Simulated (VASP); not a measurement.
WSe2, 3 atoms in the cell. The cell holds a slab with vacuum, 3 atoms: a = 3.285 Å, b = 3.285 Å, c = 20.370 Å, α = 90.00°, β = 90.00°, γ = 120.00°. 

| Item | Value |
| --- | --- |
| Program | VASP 6.6.1 |
| Task | relaxation of the atoms |
| Functional | PBE |
| Dispersion | D3(BJ) |
| Potentials or basis | VASP PAW PBE potentials, release 64 (Se, W_sv) |
| Cutoff | 520 eV |
| k mesh | 9 × 9 × 1 |
| Occupations | gaussian, width 0.05 eV |
| Spin | no spin polarisation |
| Dipole correction | yes |
| Further INCAR settings | ALGO = Normal; EDIFF = 1e-07; IBRION = 2; EDIFFG = -0.04; NSW = 60 |

Potentials or basis: VASP PAW PBE potentials, release 64 (Se, W_sv).

The run is started by

```console
$ cat potpaw_PBE.64/Se/POTCAR potpaw_PBE.64/W_sv/POTCAR > POTCAR
$ mpirun -np 1 vasp_std > vasp.out
```

Hardware: 1 thread of Intel(R) Xeon(R) Platinum 8488C (Sapphire Rapids) (shared host).

Question: Estimate the wall time of this run.

Answer: Run time: 70 s on 1 thread of Intel(R) Xeon(R) Platinum 8488C (Sapphire Rapids), on a shared host, peak memory 0.32 GiB. Counts: scf iterations 30, k points 12, ion steps 2.
